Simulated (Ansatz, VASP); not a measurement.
**Two plane-wave programs on C**

```
C
1.0
     1.22805   -2.12706    0.00000
     1.22805    2.12706    0.00000
     0.00000    0.00000    7.17327
C
4
Cartesian
  1.2280 1.7724 5.4025
  1.2280 -0.3547 1.7708
  1.2280 -1.7724 1.7708
  1.2280 0.3547 5.4025
```

Alike in both runs: task single point; functional r2SCAN; k mesh 18 × 18 × 6; occupations gaussian, width 0.1 eV; no spin polarisation.

```csv
,VASP,Ansatz
version,VASP 6.6.1,Ansatz 0.2.0
potentials or method,"VASP PAW PBE potentials, release 64 (C), cutoff 520 eV","scalar-relativistic, plane waves, PAW"
valence electrons in the cell,16,16
```

VASP gave:

| Quantity | Value |
| --- | --- |
| gap on the k mesh at the Fermi level (eV) | 0.03 |
| least direct gap on the mesh (eV) | 0.03 |
| pressure (GPa) | 0.5 |
| traceless stress, the component that is largest in VASP (GPa) | -0.78 |
| rms of the force components (eV/Å) | 0.013 |

Task: Which values does Ansatz return?

Result: gap on the k mesh at the Fermi level (eV): 0.03; least direct gap on the mesh (eV): 0.03; pressure (GPa): -0.1; traceless stress, the component that is largest in VASP (GPa): -0.04; rms of the force components (eV/Å): 0.013.

VASP's potentials were made for PBE, not for r2SCAN. Atom by atom the forces differ by 0.000 eV/Å (rms over components).
